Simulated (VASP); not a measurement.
# Mg: single point with PBE

Mg:

```
Mg
1.0
     5.65367    0.48053    0.89822
     0.27400    7.75301    0.10882
     0.99905    0.03293    7.22795
Mg
13
Direct
  0.30844 0.02679 0.86597
  0.09392 0.41940 0.47615
  0.46633 0.28187 0.10025
  0.62408 0.53690 0.33463
  0.17587 0.72975 0.68252
  0.03914 0.41879 0.94091
  0.73058 0.85197 0.03918
  0.75688 0.83392 0.51795
  0.20216 0.71177 0.16132
  0.32959 0.02008 0.40916
  0.89345 0.14498 0.25969
  0.83857 0.14435 0.72434
  0.60310 0.54370 0.79143
```

```json
{"Program": "VASP 6.6.1", "Task": "single point", "Functional": "PBE", "Potentials or basis": "VASP PAW PBE potentials, release 64 (Mg)", "Cutoff": "520 eV", "k mesh": "4 × 3 × 3", "Occupations": "gaussian, width 0.1 eV", "Spin": "no spin polarisation"}
```

| Quantity | Value |
| --- | --- |
| Pressure | -0.1 GPa |
| Largest force | 0.033 eV/Å |
| Band gap on the k mesh | zero (bands 13 and 14 overlap by 0.88 eV) |

Forces in eV/Å, atoms in the order of the input:
```
Mg  -0.006  0.003 -0.008
Mg  -0.004  0.023 -0.023
Mg   0.000  0.000  0.000
Mg   0.007 -0.002  0.008
Mg   0.006 -0.010 -0.005
Mg   0.001 -0.019  0.011
Mg   0.003 -0.011  0.008
Mg  -0.007  0.011  0.006
Mg  -0.004  0.011 -0.008
Mg   0.004  0.001  0.007
Mg   0.000  0.018 -0.012
Mg   0.005 -0.023  0.024
Mg  -0.005 -0.001 -0.008
```

Stress tensor (GPa, compression positive):
```
-0.13 -0.17 -0.15
-0.17 -0.16 -0.01
-0.15 -0.01 -0.06
```

Levels at points of the mesh, in eV from the Fermi level:
```csv
k point,band 10,band 11,band 12,band 13,band 14,band 15,band 16,band 17
"(0.00, 0.00, 0.00)",-1.42,-1.29,-1.17,-0.95,-0.39,-0.18,0.57,0.64
"(0.50, 0.00, 0.00)",-1.61,-1.49,-1.43,-1.22,-0.50,0.48,0.54,1.30
```

It took 97 s on 1 thread of AMD EPYC 9R45 96-Core Processor (Zen 5) (shared host), peak memory 0.39 GiB.
